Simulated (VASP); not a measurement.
Wanted: the native input for a VASP 6.6.1 run.

- Task: relaxation of cell and atoms
- Functional: PBE
- Potentials or basis: VASP PAW PBE potentials, release 64 (Ti_sv, C)
- Cutoff: 600 eV
- k mesh: 2 × 2 × 2, shifted
- Occupations: gaussian, width 0.1 eV
- Spin: no spin polarisation
- Dipole correction: no
- Further INCAR settings: LREAL = Auto; ALGO = Normal; EDIFF = 1e-06; ISYM = 0; IBRION = 2; EDIFFG = -0.04; NSW = 90; ISIF = 3

The structure of TiC lies in POSCAR:

```
TiC
1.0
    5.9470330000      0.1677040000     -0.0467090000
    0.1677040000      5.6385680000      0.0272880000
   -0.0467090000      0.0272880000      5.8999950000
Ti C
9 9
Direct
    0.5415446114      0.5932045001      0.1736468260
    0.6377361189      0.6832846865      0.6428406027
    0.2866754859      0.1067850101      0.1520490801
    0.7500069107      0.0081450514      0.2555413588
    0.9597503979      0.3402610209      0.5069863270
    0.0668476365      0.6298563243      0.0651128330
    0.4087006274      0.1812156687      0.6631177028
    0.8972697318      0.0186511590      0.8200160240
    0.1903416613      0.7214838744      0.5223044418
    0.2970149599      0.4154906305      0.3476778092
    0.9750938115      0.2784282886      0.0609272328
    0.5647963067      0.9124232365      0.9543071152
    0.4298647073      0.9047142948      0.4057933891
    0.8621624264      0.6603548381      0.3539868175
    0.3391023003      0.8047678160      0.8831672272
    0.7386018985      0.3291946849      0.0048238428
    0.6968046429      0.3495712099      0.7667015571
    0.1309072101      0.2991220510      0.8618088959
```

The input as run:

INCAR

```
  ALGO = Normal
  EDIFF = 1E-6
  EDIFFG = -0.04
  ENCUT = 600
  GGA = PE
  IBRION = 2
  ISIF = 3
  ISMEAR = 0
  ISYM = 0
  LASPH = True
  LCHARG = False
  LREAL = Auto
  LWAVE = False
  NELM = 100
  NSW = 90
  PREC = Accurate
  SIGMA = 0.1
```

KPOINTS

```
Automatic mesh
0
Gamma
  2 2 2
  0.5 0.5 0.5
```

Potentials or basis: VASP PAW PBE potentials, release 64 (Ti_sv, C).

Launch:

```console
$ cat potpaw_PBE.64/Ti_sv/POTCAR potpaw_PBE.64/C/POTCAR > POTCAR
$ mpirun -np 1 vasp_std > vasp.out
```

Results of the run:

```yaml
Relaxed_volume: 11.00 Å³/atom
Relaxed_cell: a = 5.879 Å, b = 5.898 Å, c = 5.774 Å, α = 84.00°, β = 87.39°, γ = 84.50°
Space_group_after_relaxing_to_0.1_Å: P1 (No. 1)
Energy_gained_by_relaxing: 99.9 meV/atom
Ionic_steps: 31
Pressure_after_relaxing: -0.1 GPa
Largest_force_after_relaxing: 0.037 eV/Å
Band_gap_on_the_k_mesh: 0.09 eV (least direct gap 0.29 eV)
```

Caveat: the k points lie up to 0.55 Å⁻¹ apart in the final cell; the atoms stand as in a frame of molecular dynamics.

It took 36 min on 1 thread of Intel(R) Xeon(R) 6975P-C (Granite Rapids), with other jobs on the host, peak memory 0.37 GiB.
